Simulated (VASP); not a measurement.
# KBr (Pm-3m) in VASP: a series of runs

Runs on KBr. Level: PBE. Tasks: single point.

Program: VASP 6.6.1. These are calculated values, not measurements. Logs are shortened: lines on timing, memory, paths and dates and some standing lists are left out, and cuts for length are marked.

**1. The cell of the first run**

It takes space group Pm-3m (No. 221, cubic). Conventional cell: a = 4.043 Å, b = 4.043 Å, c = 4.043 Å, α = 90.00°, β = 90.00°, γ = 90.00°. Br (site symmetry m-3m) has 8 K at 3.50 Å and 6 Br at 4.04 Å within 4.6 Å. K (site symmetry m-3m) has 8 Br at 3.50 Å and 6 K at 4.04 Å within 4.6 Å.

**2. Single point, PBE**

INCAR

```
SYSTEM = KBr
PREC = Accurate ; ENCUT = 520
EDIFF = 1E-6 ; ISMEAR = -1
SIGMA = 0.05 ; LREAL = .False.
LASPH = .True. ; NELM = 100
ALGO = Normal ; ISIF = 2
LWAVE = .False. ; LCHARG = .True.
GGA = PE ; LELF = .True.
LVHAR = .True. ; NBANDS = 15
```

KPOINTS

```
regular mesh
0
Gamma
  7 7 7
  0 0 0
```

POSCAR

```
KBr
1.0
    4.0434990000      0.0000000000      0.0000000000
    0.0000000000      4.0434990000      0.0000000000
    0.0000000000      0.0000000000      4.0434990000
Br K
1 1
Direct
    0.5000000000      0.5000000000      0.5000000000
    0.0000000000      0.0000000000      0.0000000000
```

Potentials or basis: VASP PAW PBE potentials, release 64 (Br, K_sv).

Command:

```bash
$ cat potpaw_PBE.64/Br/POTCAR potpaw_PBE.64/K_sv/POTCAR > POTCAR
$ mpirun -np 1 vasp_std > vasp.out
```

OUTCAR:

```text
SYSTEM = KBr
   PREC = Accurate
   ENCUT = 520
   EDIFF = 1E-6
   ISMEAR = -1
   LREAL = .False.
   LASPH = .True.
   NELM = 100
   ISIF = 2
   GGA = PE

 ion  position               nearest neighbor table
   1  0.500  0.500  0.500-
   2  0.000  0.000  0.000-

  LATTYP: Found a simple cubic cell.
 ALAT       =     4.0434990000

  Lattice vectors:

 A1 = (   4.0434990000,   0.0000000000,   0.0000000000)
 A2 = (   0.0000000000,   4.0434990000,   0.0000000000)
 A3 = (   0.0000000000,   0.0000000000,   4.0434990000)

Analysis of symmetry for initial positions (statically):
=====================================================================
 Subroutine PRICEL returns:
 Original cell was already a primitive cell.

 Routine SETGRP: Setting up the symmetry group for a
 simple cubic supercell.

 Subroutine GETGRP returns: Found 48 space group operations
 (whereof 48 operations were pure point group operations)
 out of a pool of 48 trial point group operations.

The static configuration has the point symmetry O_h .

Analysis of symmetry for dynamics (positions and initial velocities):
=====================================================================
 Subroutine PRICEL returns:
 Original cell was already a primitive cell.

 Routine SETGRP: Setting up the symmetry group for a
 simple cubic supercell.

 Subroutine GETGRP returns: Found 48 space group operations
 (whereof 48 operations were pure point group operations)
 out of a pool of 48 trial point group operations.

The dynamic configuration has the point symmetry O_h .

 Subroutine INISYM returns: Found 48 space group operations
 (whereof 48 operations are pure point group operations),
 and found     1 'primitive' translations

----------------------------------------------------------------------------------------

                                     Primitive cell

  volume of cell :      66.1107

  direct lattice vectors                    reciprocal lattice vectors
     4.043499000  0.000000000  0.000000000     0.247310559  0.000000000  0.000000000
     0.000000000  4.043499000  0.000000000     0.000000000  0.247310559  0.000000000
     0.000000000  0.000000000  4.043499000     0.000000000  0.000000000  0.247310559

  length of vectors
     4.043499000  4.043499000  4.043499000     0.247310559  0.247310559  0.247310559

  position of ions in fractional coordinates (direct lattice)
     0.500000000  0.500000000  0.500000000
     0.000000000  0.000000000  0.000000000

  ion indices of the primitive-cell ions
   primitive index   ion index
                 1           1
                 2           2

----------------------------------------------------------------------------------------

 KPOINTS: regular mesh

Automatic generation of k-mesh.
 Grid dimensions read from file:
 generate k-points for:    7    7    7

 Generating k-lattice:

  Cartesian coordinates                     Fractional coordinates (reciprocal lattice)
     0.035330080  0.000000000  0.000000000     0.142857143  0.000000000  0.000000000
     0.000000000  0.035330080  0.000000000     0.000000000  0.142857143  0.000000000
     0.000000000  0.000000000  0.035330080     0.000000000  0.000000000  0.142857143

  Length of vectors
     0.035330080  0.035330080  0.035330080

  Shift w.r.t. Gamma in fractional coordinates (k-lattice)
     0.000000000  0.000000000  0.000000000

 Subroutine IBZKPT returns following result:
 ===========================================

 Found     20 irreducible k-points:

 Following reciprocal coordinates:
            Coordinates               Weight
  0.000000  0.000000  0.000000      1.000000
  0.142857  0.000000  0.000000      6.000000
  0.285714  0.000000  0.000000      6.000000
  0.428571  0.000000  0.000000      6.000000
  0.142857  0.142857  0.000000     12.000000
  0.285714  0.142857  0.000000     24.000000
[... 12 lines left out ...]
  0.428571  0.428571  0.285714     24.000000
  0.428571  0.428571  0.428571      8.000000
   k-points           NKPTS =     20   k-points in BZ     NKDIM =     20   number of bands    NBANDS=     15
   number of dos      NEDOS =    301   number of ions     NIONS =      2
   total plane-waves  NPLWV =  27000
   dimension x,y,z NGX =    30 NGY =   30 NGZ =   30
   dimension x,y,z NGXF=    60 NGYF=   60 NGZF=   60
   ions per type =               1   1
   NGX,Y,Z   is equivalent  to a cutoff of  12.33, 12.33, 12.33 a.u.
   NGXF,Y,Z  is equivalent  to a cutoff of  24.67, 24.67, 24.67 a.u.
 SYSTEM =  KBr
   PREC   = accura    normal or accurate (medium, high low for compatibility)
   ISTART =      0    job   : 0-new  1-cont  2-samecut
   ICHARG =      2    charge: 1-file 2-atom 10-const
   ISPIN  =      1    spin polarized calculation?
   LNONCOLLINEAR =      F non collinear calculations
   LSORBIT =      F    spin-orbit coupling
   LASPH  =      T    aspherical Exc in radial PAW
   ENCUT  =  520.0 eV  38.22 Ry    6.18 a.u.   7.52  7.52  7.52*2*pi/ulx,y,z
   NELM   =    100;   NELMIN=  2; NELMDL= -5     # of ELM steps
   EDIFF  = 0.1E-05   stopping-criterion for ELM
   LREAL  =      F    real-space projection
   EDIFFG = 0.1E-04   stopping-criterion for IOM
   NSW    =      0    number of steps for IOM
   IBRION =     -1    ionic relax: 0-MD 1-quasi-New 2-CG
   NFREE  =      0    steps in history (QN), initial steepest desc. (CG)
   ISIF   =      2    stress and relaxation
   ISYM   =      2    0-nonsym 1-usesym 2-fastsym
   POTIM  = 0.5000    time-step for ionic-motion
   TEBEG  =    0.0;   TEEND  =   0.0 temperature during run
   PSTRESS=    0.0 pullay stress
   NELECT =      16.0000    total number of electrons
   NUPDOWN=      -1.0000    fix difference up-down
   EMIN   =  10.00;   EMAX   =-10.00  energy-range for DOS
   EFERMI =   0.00;   METHOD = LEGACY
   ISMEAR =    -1;   SIGMA  =   0.05  broadening in eV -4-tet -1-fermi 0-gaus
   EFERMI_NEDOS =   21; number of points for ismear=-14 and -15
   IALGO  =     38    algorithm
   IMIX   =      4    mixing-type and parameters
     AMIX     =   0.40;   BMIX     =  1.00
     AMIX_MAG =   1.60;   BMIX_MAG =  1.00
  volume/ion in A,a.u.               =      33.06       223.07
  Fermi-wavevector in a.u.,A,eV,Ry     =   1.020213  1.927923 14.161412  1.040834
  Thomas-Fermi vector in A             =   2.153770
   LORBIT       =      0    0 simple, 1 ext, 2 COOP (PROOUT), +10 PAW based schemes
   GGA     = PE    functional components
   LHFCALC =     F    Hartree Fock is set to
   AEXX    =    0.0000 exact exchange contribution
   IVDW    =     0    specifies the selected vdW correction
   LEPSILON=     F    determine dielectric tensor
   LRPA    =     F    only Hartree local field effects (RPA)
 non-spin polarized calculation
  energy-cutoff  :      520.00
  volume of cell :       66.11
 maximum number of plane-waves:      1806
 NGX is ok and might be reduce to    30
   NGX = 15   NGY = 15   NGZ = 15

 number of electron      15.9999999 magnetization

 Free energy of the ion-electron system (eV)
  ---------------------------------------------------
  ext. energy  EPLUGINS =         0.00000000
  ---------------------------------------------------
  free energy    TOTEN  =        -6.07838767 eV

  energy without entropy =       -6.07838767  energy(sigma->0) =       -6.07838767

 E-fermi :   0.3738     XC(G=0):  -7.8250

 val. band max:       -0.7856351458   @ k =   0.4286   0.4286   0.0000
 cond. band min:       3.1007415194   @ k =   0.0000   0.0000   0.0000
 fundamental gap:      3.8863766652
 Fermi energy:         0.3737607961

 k-point     1 :       0.0000    0.0000    0.0000
  band No.  band energies     occupation
      1     -29.4303      2.00000
      2     -13.5366      2.00000
      3     -12.8548      2.00000
      4     -12.8548      2.00000
      5     -12.8548      2.00000
      6      -1.0218      2.00000
      7      -1.0218      2.00000
      8      -1.0218      2.00000
      9       3.1007      0.00000
     10       5.0924      0.00000
     11       5.0924      0.00000
     12       8.8932      0.00000
     13       8.8932      0.00000
     14       8.8932      0.00000
     15      11.5461      0.00000

 k-point     2 :       0.1429    0.0000    0.0000
  band No.  band energies     occupation
      1     -29.4284      2.00000
      2     -13.5737      2.00000
      3     -12.8513      2.00000
      4     -12.8513      2.00000
      5     -12.8142      2.00000
      6      -1.4404      2.00000
      7      -1.0164      2.00000
      8      -1.0164      2.00000
      9       3.5759      0.00000
     10       5.2477      0.00000
     11       5.5059      0.00000
     12       8.8296      0.00000
     13       8.8296      0.00000
     14       8.9773      0.00000
     15      10.8150      0.00000

 k-point     3 :       0.2857    0.0000    0.0000
  band No.  band energies     occupation
      1     -29.4242      2.00000
      2     -13.6500      2.00000
      3     -12.8432      2.00000
      4     -12.8432      2.00000
      5     -12.7274      2.00000
      6      -2.1686      2.00000
      7      -1.0046      2.00000
      8      -1.0046      2.00000
      9       4.5480      0.00000
     10       5.6917      0.00000
     11       6.4166      0.00000
     12       8.7697      0.00000
     13       8.7697      0.00000
     14       9.1882      0.00000
     15       9.4751      0.00000
[... 271 lines left out ...]
 k-point    19 :       0.4286    0.4286    0.2857
  band No.  band energies     occupation
      1     -29.4063      2.00000
      2     -13.2649      2.00000
      3     -12.9693      2.00000
      4     -12.9374      2.00000
      5     -12.9095      2.00000
      6      -2.1261      2.00000
      7      -2.1172      2.00000
      8      -1.7092      2.00000
      9       5.6468      0.00000
     10       6.7750      0.00000
     11       6.8390      0.00000
     12       7.5965      0.00000
     13       8.7077      0.00000
     14       8.7968      0.00000
     15      10.4661      0.00000

 k-point    20 :       0.4286    0.4286    0.4286
  band No.  band energies     occupation
      1     -29.4032      2.00000
      2     -13.1981      2.00000
      3     -12.9587      2.00000
      4     -12.9587      2.00000
      5     -12.9531      2.00000
      6      -2.1266      2.00000
      7      -2.1266      2.00000
      8      -2.1041      2.00000
      9       6.3510      0.00000
     10       6.6299      0.00000
     11       6.6299      0.00000
     12       8.4170      0.00000
     13       8.6129      0.00000
     14       8.6129      0.00000
     15      10.4466      0.00000

------------------------ aborting loop because EDIFF is reached ----------------------------------------

  FORCE on cell =-STRESS in cart. coord.  units (eV):
  Direction    XX          YY          ZZ          XY          YZ          ZX
  --------------------------------------------------------------------------------------
  -------------------------------------------------------------------------------------
  Total       -0.0212347     -0.0212347     -0.0212347     -0.0000000     -0.0000000     -0.0000000
  in kB       -0.5146177     -0.5146177     -0.5146177     -0.0000000     -0.0000000     -0.0000000
  external PRESSURE =      -0.5146177 kB  Pullay stress =       0.0000000 kB

 VOLUME and BASIS-vectors are now :
 -----------------------------------------------------------------------------
  energy-cutoff  :      520.00
  volume of cell :       66.11
      direct lattice vectors                 reciprocal lattice vectors
     4.043499000  0.000000000  0.000000000     0.247310559  0.000000000  0.000000000
     0.000000000  4.043499000  0.000000000     0.000000000  0.247310559  0.000000000
     0.000000000  0.000000000  4.043499000     0.000000000  0.000000000  0.247310559

 POSITION                                       TOTAL-FORCE (eV/Angst)
 -----------------------------------------------------------------------------------
      2.02175      2.02175      2.02175         0.000000      0.000000      0.000000
      0.00000      0.00000      0.00000         0.000000      0.000000      0.000000
 -----------------------------------------------------------------------------------
    total drift:                                0.000000      0.000000     -0.000000

  FREE ENERGIE OF THE ION-ELECTRON SYSTEM (eV)
  ---------------------------------------------------
  free  energy   TOTEN  =        -6.0783876737 eV

  energy  without entropy=       -6.0783876737  energy(sigma->0) =       -6.07838767
```

Wall time 14 s (1 thread of Intel Xeon Platinum 8488C (Sapphire Rapids), shared host); peak memory 0.17 GiB.

What came out:

* Free energy: -6.0784 eV
* Pressure: -0.1 GPa
* Band gap on the k mesh: 3.89 eV, indirect (least direct gap 4.12 eV)

A k mesh can miss the band edges. As with any semilocal functional, this PBE gap is likely too small.

**3. Single point, PBE**

INCAR

```
  ALGO = Normal
  EDIFF = 1E-6
  ENCUT = 520
  GGA = PE
  ISIF = 2
  ISMEAR = -1
  LASPH = T
  LCHARG = T
  LELF = T
  LREAL = F
  LVHAR = T
  LWAVE = F
  NBANDS = 15
  NELM = 60
  PREC = Accurate
  SIGMA = 0.05
```

KPOINTS

```
k-points
0
Gamma
  7 7 7
```

POSCAR is that of step 2.

Potentials or basis: VASP PAW PBE potentials, release 64 (Br, K_sv).

Command:

```bash
$ cat potpaw_PBE.64/Br/POTCAR potpaw_PBE.64/K_sv/POTCAR > POTCAR
$ mpirun -np 1 vasp_std > vasp.out
```

It took 13 s on 1 thread of Intel Xeon Platinum 8488C (Sapphire Rapids), shared host; peak memory 0.17 GiB.

Results (log left out):

| Property | Result |
| --- | --- |
| Free energy | -6.0784 eV |
| Pressure | -0.1 GPa |
| Band gap on the k mesh | 3.89 eV, indirect (least direct gap 4.12 eV) |

Levels at points of the mesh, in eV from the valence-band top:
```
           k point  band 6  band 7  band 8  band 9  band 10  band 11
(0.00, 0.00, 0.00)   -0.24   -0.24   -0.24    3.89     5.88     5.88
```

[end of part 1 of 2]
